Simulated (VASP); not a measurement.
Here is a VASP 6.6.1 calculation.

The input INCAR:

```
SYSTEM = TaN
PREC = Accurate
ENCUT = 600
EDIFF = 1E-6
ISMEAR = 0
SIGMA = 0.1
LREAL = .False.
LASPH = .True.
NELM = 120
ALGO = Normal
ISIF = 2
LWAVE = .False.
LCHARG = .True.
LELF = .True.
LVHAR = .True.
NBANDS = 15
GGA_COMPAT = .False.
```

KPOINTS

```
Automatic mesh
0
Gamma
  18 18 14
  0 0 0
```

POSCAR

```
TaN
1.0
    2.9065461527      0.0000000000      0.0000000000
   -1.4532730764      2.5171428055      0.0000000000
    0.0000000000      0.0000000000      2.8514866872
Ta N
1 1
Direct
    0.0000000000      0.0000000000      0.0000000000
    0.3333333333      0.6666666667      0.5000000000
```

Potentials or basis: VASP PAW LDA potentials, release 64 (Ta_pv, N).

Command:

```bash
$ cat potpaw_LDA.64/Ta_pv/POTCAR potpaw_LDA.64/N/POTCAR > POTCAR
$ mpirun -np 1 vasp_std > vasp.out
```

Estimate the band gap on the k mesh.

zero (band 8 reaches 8.71 eV, above the bottom of band 9 at 8.33 eV).

Predict the pressure.

2.0 GPa.

Stress tensor (GPa, compression positive):
```
1.92 0.00 0.00
0.00 1.92 0.00
0.00 0.00 2.16
```

Caveat: spin-orbit coupling is left out, which moves the levels of the heavy elements.
